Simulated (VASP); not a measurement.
# Sn3O2 (R-3c) in VASP: a series of runs

The runs below take Sn3O2 through single point, with PBE.

Everything below comes from runs of VASP 6.6.1. Logs are shortened: lines on timing, memory, paths and dates and some standing lists are left out, and cuts for length are marked.

**1. The cell of the first run**

Symmetry: R-3c, No. 167, trigonal system. Conventional cell: a = 6.200 Å, b = 6.200 Å, c = 16.927 Å, α = 90.00°, β = 90.00°, γ = 120.00°. Within 3.8 Å of Sn (site symmetry 2) lie 4 O at 2.42 to 2.57 Å and 12 Sn at 3.29 to 3.73 Å. Within 3.2 Å of O (site symmetry 3) lie 6 Sn at 2.42 to 2.57 Å.

**2. Single point, PBE**

INCAR reads:

```
PREC = Accurate ; ENCUT = 520
EDIFF = 1E-6 ; ISMEAR = 0
SIGMA = 0.1 ; LREAL = F
LASPH = T ; NELM = 60
ALGO = Normal ; ISIF = 2
LWAVE = F ; LCHARG = F
GGA = PE ; NBANDS = 65
```

KPOINTS reads:

```
Automatic mesh
0
Gamma
  6 6 6
```

POSCAR reads:

```
Sn3O2
1.0
    3.1000121870      1.7897928706      5.6424877111
   -3.1000121870      1.7897928706      5.6424877111
    0.0000000000     -3.5795857414      5.6424877111
Sn O
6 4
Direct
    0.0562500000      0.4437500000      0.7500000000
    0.7500000000      0.0562500000      0.4437500000
    0.4437500000      0.7500000000      0.0562500000
    0.9437500000      0.5562500000      0.2500000000
    0.2500000000      0.9437500000      0.5562500000
    0.5562500000      0.2500000000      0.9437500000
    0.8521800000      0.8521800000      0.8521800000
    0.6478200000      0.6478200000      0.6478200000
    0.1478200000      0.1478200000      0.1478200000
    0.3521800000      0.3521800000      0.3521800000
```

Potentials or basis: VASP PAW PBE potentials, release 64 (Sn_d, O).

On the command line:

```bash
> cat potpaw_PBE.64/Sn_d/POTCAR potpaw_PBE.64/O/POTCAR > POTCAR
> mpirun -np 1 vasp_std > vasp.out
```

OUTCAR:

```text
PREC = Accurate
   ENCUT = 520
   EDIFF = 1E-6
   ISMEAR = 0
   LREAL = F
   LASPH = T
   NELM = 60
   ISIF = 2
   GGA = PE

 ion  position               nearest neighbor table
   1  0.056  0.444  0.750-   9 2.42  10 2.42   7 2.57   8 2.57   2 3.29   3 3.29   4 3.41   4 3.41
                             5 3.55   6 3.55   6 3.55   5 3.55   3 3.73   2 3.73   3 3.73   2 3.73
   2  0.750  0.056  0.444-   9 2.42  10 2.42   8 2.57   7 2.57   1 3.29   3 3.29   5 3.41   5 3.41
                             4 3.55   4 3.55   6 3.55   6 3.55   1 3.73   3 3.73   3 3.73   1 3.73
   3  0.444  0.750  0.056-  10 2.42   9 2.42   7 2.57   8 2.57   1 3.29   2 3.29   6 3.41   6 3.41
                             4 3.55   4 3.55   5 3.55   5 3.55   1 3.73   2 3.73   2 3.73   1 3.73
   4  0.944  0.556  0.250-   7 2.42   8 2.42   9 2.57  10 2.57   6 3.29   5 3.29   1 3.41   1 3.41
                             2 3.55   3 3.55   2 3.55   3 3.55   6 3.73   5 3.73   6 3.73   5 3.73
   5  0.250  0.944  0.556-   7 2.42   8 2.42  10 2.57   9 2.57   4 3.29   6 3.29   2 3.41   2 3.41
                             1 3.55   1 3.55   3 3.55   3 3.55   4 3.73   6 3.73   6 3.73   4 3.73
   6  0.556  0.250  0.944-   8 2.42   7 2.42   9 2.57  10 2.57   4 3.29   5 3.29   3 3.41   3 3.41
                             1 3.55   1 3.55   2 3.55   2 3.55   4 3.73   5 3.73   5 3.73   4 3.73
   7  0.852  0.852  0.852-   5 2.42   6 2.42   4 2.42   3 2.57   1 2.57   2 2.57
   8  0.648  0.648  0.648-   6 2.42   5 2.42   4 2.42   2 2.57   1 2.57   3 2.57
   9  0.148  0.148  0.148-   2 2.42   3 2.42   1 2.42   6 2.57   4 2.57   5 2.57
  10  0.352  0.352  0.352-   3 2.42   2 2.42   1 2.42   5 2.57   4 2.57   6 2.57

  LATTYP: Found a trigonal (rhomboedric) cell.
 ALAT       =     6.6821479817
 COS(alpha) =     0.5695481095

  Lattice vectors:

 A1 = (   3.1000121870,   1.7897928706,   5.6424877111)
 A2 = (  -3.1000121870,   1.7897928706,   5.6424877111)
 A3 = (   0.0000000000,  -3.5795857414,   5.6424877111)

Analysis of symmetry for initial positions (statically):
=====================================================================
 Subroutine PRICEL returns:
 Original cell was already a primitive cell.

 Routine SETGRP: Setting up the symmetry group for a
 trigonal (rhombohedral) supercell.

 Subroutine GETGRP returns: Found 12 space group operations
 (whereof  6 operations were pure point group operations)
 out of a pool of 12 trial point group operations.

The static configuration has the point symmetry S_6 .
 The point group associated with its full space group is D_3d.

Analysis of symmetry for dynamics (positions and initial velocities):
=====================================================================
 Subroutine PRICEL returns:
 Original cell was already a primitive cell.

 Routine SETGRP: Setting up the symmetry group for a
 trigonal (rhombohedral) supercell.

 Subroutine GETGRP returns: Found 12 space group operations
 (whereof  6 operations were pure point group operations)
 out of a pool of 12 trial point group operations.

The dynamic configuration has the point symmetry S_6 .
 The point group associated with its full space group is D_3d.

 Subroutine INISYM returns: Found 12 space group operations
 (whereof  6 operations are pure point group operations),
 and found     1 'primitive' translations

----------------------------------------------------------------------------------------

                                     Primitive cell

  volume of cell :     187.8400

  direct lattice vectors                    reciprocal lattice vectors
     3.100012187  1.789792871  5.642487711     0.161289689  0.093120645  0.059075598
    -3.100012187  1.789792871  5.642487711    -0.161289689  0.093120645  0.059075598
     0.000000000 -3.579585741  5.642487711     0.000000000 -0.186241290  0.059075598

  length of vectors
     6.682147982  6.682147982  6.682147982     0.195386142  0.195386142  0.195386142

  position of ions in fractional coordinates (direct lattice)
     0.056250000  0.443750000  0.750000000
     0.750000000  0.056250000  0.443750000
     0.443750000  0.750000000  0.056250000
     0.943750000  0.556250000  0.250000000
     0.250000000  0.943750000  0.556250000
     0.556250000  0.250000000  0.943750000
     0.852180000  0.852180000  0.852180000
     0.647820000  0.647820000  0.647820000
     0.147820000  0.147820000  0.147820000
     0.352180000  0.352180000  0.352180000

  ion indices of the primitive-cell ions
   primitive index   ion index
                 1           1
                 2           2
                 3           3
                 4           4
                 5           5
                 6           6
                 7           7
                 8           8
                 9           9
                10          10

----------------------------------------------------------------------------------------

 KPOINTS: Automatic mesh

Automatic generation of k-mesh.
 Grid dimensions read from file:
 generate k-points for:    6    6    6

 Generating k-lattice:

  Cartesian coordinates                     Fractional coordinates (reciprocal lattice)
     0.026881615  0.015520108  0.009845933     0.166666667 -0.000000000 -0.000000000
    -0.026881615  0.015520108  0.009845933    -0.000000000  0.166666667 -0.000000000
     0.000000000 -0.031040215  0.009845933     0.000000000  0.000000000  0.166666667

  Length of vectors
     0.032564357  0.032564357  0.032564357

  Shift w.r.t. Gamma in fractional coordinates (k-lattice)
     0.000000000  0.000000000  0.000000000

 Subroutine IBZKPT returns following result:
 ===========================================

 Found     32 irreducible k-points:

 Following reciprocal coordinates:
            Coordinates               Weight
  0.000000  0.000000  0.000000      1.000000
  0.166667  0.000000  0.000000      6.000000
  0.333333  0.000000  0.000000      6.000000
  0.500000  0.000000  0.000000      3.000000
  0.166667  0.166667  0.000000      6.000000
  0.333333  0.166667 -0.000000     12.000000
[... 16 lines left out ...]
  0.500000  0.500000  0.166667      6.000000
 -0.333333  0.500000  0.166667     12.000000
 [... further k-points ...]
   k-points           NKPTS =     32   k-points in BZ     NKDIM =     32   number of bands    NBANDS=     65
   number of dos      NEDOS =    301   number of ions     NIONS =     10
   total plane-waves  NPLWV = 125000
   dimension x,y,z NGX =    50 NGY =   50 NGZ =   50
   dimension x,y,z NGXF=   100 NGYF=  100 NGZF=  100
   ions per type =               6   4
   NGX,Y,Z   is equivalent  to a cutoff of  12.44, 12.44, 12.44 a.u.
   NGXF,Y,Z  is equivalent  to a cutoff of  24.88, 24.88, 24.88 a.u.
 SYSTEM =  unknown system
   PREC   = accura    normal or accurate (medium, high low for compatibility)
   ISTART =      0    job   : 0-new  1-cont  2-samecut
   ICHARG =      2    charge: 1-file 2-atom 10-const
   ISPIN  =      1    spin polarized calculation?
   LNONCOLLINEAR =      F non collinear calculations
   LSORBIT =      F    spin-orbit coupling
   LASPH  =      T    aspherical Exc in radial PAW
   ENCUT  =  520.0 eV  38.22 Ry    6.18 a.u.  12.42 12.42 12.42*2*pi/ulx,y,z
   NELM   =     60;   NELMIN=  2; NELMDL= -5     # of ELM steps
   EDIFF  = 0.1E-05   stopping-criterion for ELM
   LREAL  =      F    real-space projection
   EDIFFG = 0.1E-04   stopping-criterion for IOM
   NSW    =      0    number of steps for IOM
   IBRION =     -1    ionic relax: 0-MD 1-quasi-New 2-CG
   NFREE  =      0    steps in history (QN), initial steepest desc. (CG)
   ISIF   =      2    stress and relaxation
   ISYM   =      2    0-nonsym 1-usesym 2-fastsym
   POTIM  = 0.5000    time-step for ionic-motion
   TEBEG  =    0.0;   TEEND  =   0.0 temperature during run
   PSTRESS=    0.0 pullay stress
   NELECT =     108.0000    total number of electrons
   NUPDOWN=      -1.0000    fix difference up-down
   EMIN   =  10.00;   EMAX   =-10.00  energy-range for DOS
   EFERMI =   0.00;   METHOD = LEGACY
   ISMEAR =     0;   SIGMA  =   0.10  broadening in eV -4-tet -1-fermi 0-gaus
   EFERMI_NEDOS =   21; number of points for ismear=-14 and -15
   IALGO  =     38    algorithm
   IMIX   =      4    mixing-type and parameters
     AMIX     =   0.40;   BMIX     =  1.00
     AMIX_MAG =   1.60;   BMIX_MAG =  1.00
  volume/ion in A,a.u.               =      18.78       126.76
  Fermi-wavevector in a.u.,A,eV,Ry     =   1.361299  2.572481 25.213417  1.853134
  Thomas-Fermi vector in A             =   2.487887
   LORBIT       =      0    0 simple, 1 ext, 2 COOP (PROOUT), +10 PAW based schemes
   GGA     = PE    functional components
   LHFCALC =     F    Hartree Fock is set to
   AEXX    =    0.0000 exact exchange contribution
   IVDW    =     0    specifies the selected vdW correction
   LEPSILON=     F    determine dielectric tensor
   LRPA    =     F    only Hartree local field effects (RPA)
 non-spin polarized calculation
 Gauss-broadening in eV      SIGMA  =   0.10
  energy-cutoff  :      520.00
  volume of cell :      187.84
 maximum number of plane-waves:      5079
 NGX is ok and might be reduce to    50
   NGX = 25   NGY = 25   NGZ = 25

 number of electron     108.0000017 magnetization

 Free energy of the ion-electron system (eV)
  ---------------------------------------------------
  ext. energy  EPLUGINS =         0.00000000
  ---------------------------------------------------
  free energy    TOTEN  =       -47.03036865 eV

  energy without entropy =      -47.00857748  energy(sigma->0) =      -47.01947307

 E-fermi :   7.8115     XC(G=0): -10.6101

 val. band max:        7.8032834094   @ k =   0.5000   0.5000   0.1667
 cond. band min:       7.8158846444   @ k =  -0.3333   0.3333   0.1667
 fundamental gap:      0.0126012350
 Fermi energy:         7.8115366704

 k-point     1 :       0.0000    0.0000    0.0000
  band No.  band energies     occupation
      1     -14.0218      2.00000
      2     -13.8791      2.00000
      3     -13.8686      2.00000
      4     -13.8535      2.00000
      5     -13.8535      2.00000
      6     -13.8377      2.00000
[... 57 lines left out ...]
     64      11.8044      0.00000
     65      11.8044      0.00000

 k-point     2 :       0.1667    0.0000    0.0000
  band No.  band energies     occupation
      1     -14.0150      2.00000
      2     -13.8906      2.00000
      3     -13.8692      2.00000
      4     -13.8608      2.00000
      5     -13.8588      2.00000
      6     -13.8564      2.00000
[... 57 lines left out ...]
     64      12.0185      0.00000
     65      12.2496      0.00000

 k-point     3 :       0.3333    0.0000    0.0000
  band No.  band energies     occupation
      1     -13.9933      2.00000
      2     -13.9170      2.00000
      3     -13.8920      2.00000
      4     -13.8842      2.00000
      5     -13.8697      2.00000
      6     -13.8667      2.00000
[... 1417 lines left out ...]
     64      12.0818      0.00000
     65      12.2580      0.00000

 k-point    24 :      -0.3333    0.5000    0.1667
  band No.  band energies     occupation
      1     -13.9688      2.00000
      2     -13.9520      2.00000
      3     -13.9128      2.00000
      4     -13.9072      2.00000
      5     -13.8639      2.00000
      6     -13.8521      2.00000
[... 57 lines left out ...]
     64      12.0432      0.00000
     65      12.6014      0.00000

 [... further k-points ...]

------------------------ aborting loop because EDIFF is reached ----------------------------------------

  FORCE on cell =-STRESS in cart. coord.  units (eV):
  Direction    XX          YY          ZZ          XY          YZ          ZX
  --------------------------------------------------------------------------------------
  -------------------------------------------------------------------------------------
  Total        5.8413626      5.8413626      5.5475043      0.0000000     -0.0000000      0.0000000
  in kB       49.8237830     49.8237830     47.3173249      0.0000000     -0.0000000      0.0000000
  external PRESSURE =      48.9882970 kB  Pullay stress =       0.0000000 kB

 VOLUME and BASIS-vectors are now :
 -----------------------------------------------------------------------------
  energy-cutoff  :      520.00
  volume of cell :      187.84
      direct lattice vectors                 reciprocal lattice vectors
     3.100012187  1.789792871  5.642487711     0.161289689  0.093120645  0.059075598
    -3.100012187  1.789792871  5.642487711    -0.161289689  0.093120645  0.059075598
     0.000000000 -3.579585741  5.642487711     0.000000000 -0.186241290  0.059075598

 POSITION                                       TOTAL-FORCE (eV/Angst)
 -----------------------------------------------------------------------------------
     -1.20125     -1.78979      7.05311         0.788393      0.000000     -0.000000
      2.15063     -0.14542      7.05311        -0.394196      0.682768     -0.000000
     -0.94938      1.93521      7.05311        -0.394196     -0.682768     -0.000000
      1.20125      1.78979      9.87435        -0.788393      0.000000     -0.000000
     -2.15063      0.14542      9.87435         0.394196     -0.682768     -0.000000
      0.94938     -1.93521      9.87435         0.394196      0.682768     -0.000000
      0.00000     -0.00000     14.42525         0.000000      0.000000     -0.350350
      0.00000     -0.00000     10.96595         0.000000     -0.000000      0.350350
      0.00000     -0.00000      2.50222         0.000000     -0.000000      0.350350
      0.00000     -0.00000      5.96151         0.000000      0.000000     -0.350350
 -----------------------------------------------------------------------------------
    total drift:                               -0.000000     -0.000000      0.000000

  FREE ENERGIE OF THE ION-ELECTRON SYSTEM (eV)
  ---------------------------------------------------
  free  energy   TOTEN  =       -47.0303686494 eV

  energy  without entropy=      -47.0085774808  energy(sigma->0) =      -47.01947307
```

It took 9 min on 1 thread of Intel Xeon Platinum 8375C at 2.90GHz (Ice Lake), shared host; peak memory 0.49 GiB.

Results:

| Property | Result |
| --- | --- |
| Free energy | -47.0304 eV |
| Pressure | 4.9 GPa |
| Largest force | 0.788 eV/Å |
| Band gap on the k mesh | zero (bands 54 and 55 overlap by 0.56 eV) |

Forces in eV/Å, atoms in the order of the input:
```
Sn   0.788  0.000  0.000
Sn  -0.394  0.683  0.000
Sn  -0.394 -0.683  0.000
Sn  -0.788  0.000  0.000
Sn   0.394 -0.683  0.000
Sn   0.394  0.683  0.000
O    0.000  0.000 -0.350
O    0.000  0.000  0.350
O    0.000  0.000  0.350
O    0.000  0.000 -0.350
```

Caveat: the cell stands under pressure; semilocal functionals underestimate gaps, so a narrow gap can read as zero; spin-orbit coupling is left out, which moves the levels of the heavy elements.

**3. Single point, PBE**

This run uses another cell than the first one, of 19.48 Å³/atom.

INCAR reads:

```
ALGO     = Normal         # electronic algorithm
EDIFF    = 1E-6           # SCF threshold, eV
ENCUT    = 520            # plane-wave cutoff, eV
GGA      = PE             # functional
ISIF     = 2              # what is computed and relaxed
ISMEAR   = 0              # smearing method
LASPH    = T              # aspherical terms in the spheres
LCHARG   = F              # write CHGCAR
LREAL    = F              # projectors in reciprocal space
LWAVE    = F              # write WAVECAR
NBANDS   = 65             # bands
NELM     = 80             # most SCF steps
PREC     = Accurate       # precision mode
SIGMA    = 0.1            # smearing width, eV
```

KPOINTS reads:

```
k-points
0
Gamma
  6 6 6
```

POSCAR reads:

```
Sn3O2
1.0
    2.8527985657      1.6470640199      6.9079223718
   -2.8527985657      1.6470640199      6.9079223718
    0.0000000000     -3.2941280398      6.9079223718
Sn O
6 4
Direct
    0.5809947274      0.9190052726      0.2500000000
    0.2500000000      0.5809947274      0.9190052726
    0.9190052726      0.2500000000      0.5809947274
    0.4190052726      0.0809947274      0.7500000000
    0.7500000000      0.4190052726      0.0809947274
    0.0809947274      0.7500000000      0.4190052726
    0.3141541155      0.3141541155      0.3141541155
    0.1858458845      0.1858458845      0.1858458845
    0.6858458845      0.6858458845      0.6858458845
    0.8141541155      0.8141541155      0.8141541155
```

Potentials or basis: VASP PAW PBE potentials, release 64 (Sn_d, O).

On the command line:

```bash
> cat potpaw_PBE.64/Sn_d/POTCAR potpaw_PBE.64/O/POTCAR > POTCAR
> mpirun -np 1 vasp_std > vasp.out
```

Run time: 13 min. Hardware: 1 thread of Intel Xeon Platinum 8375C at 2.90GHz (Ice Lake), shared host; peak memory 0.65 GiB.

It converged, with:

- Free energy: -48.8116 eV
- Pressure: 0.0 GPa
- Largest force: 0.049 eV/Å
- Band gap on the k mesh: zero (bands 54 and 55 overlap by 0.45 eV)

Forces on the atoms (eV/Å):
```
Sn   0.049  0.000  0.000
Sn  -0.025  0.043  0.000
Sn  -0.025 -0.043  0.000
Sn  -0.049  0.000  0.000
Sn   0.025 -0.043  0.000
Sn   0.025  0.043  0.000
O    0.000  0.000  0.018
O    0.000  0.000 -0.018
O    0.000  0.000 -0.018
O    0.000  0.000  0.018
```

Stress tensor (GPa, compression positive):
```
 0.08  0.00  0.00
 0.00  0.08  0.00
 0.00  0.00 -0.21
```

Levels at points of the mesh, in eV from the Fermi level:
```
           k point  band 52  band 53  band 54  band 55  band 56  band 57
(0.00, 0.00, 0.00)    -2.26    -2.26    -0.36     0.11     0.11     0.34
(0.50, 0.00, 0.00)    -2.44    -0.99    -0.99     0.96     0.96     1.60
(0.50, 0.50, 0.00)    -1.71    -1.20    -0.14     0.62     0.93     1.37
(0.50, 0.50, 0.50)    -2.86    -1.51    -1.51     0.67     0.67     0.67
```

Caveat: semilocal functionals underestimate gaps, so a narrow gap can read as zero; spin-orbit coupling is left out, which moves the levels of the heavy elements.
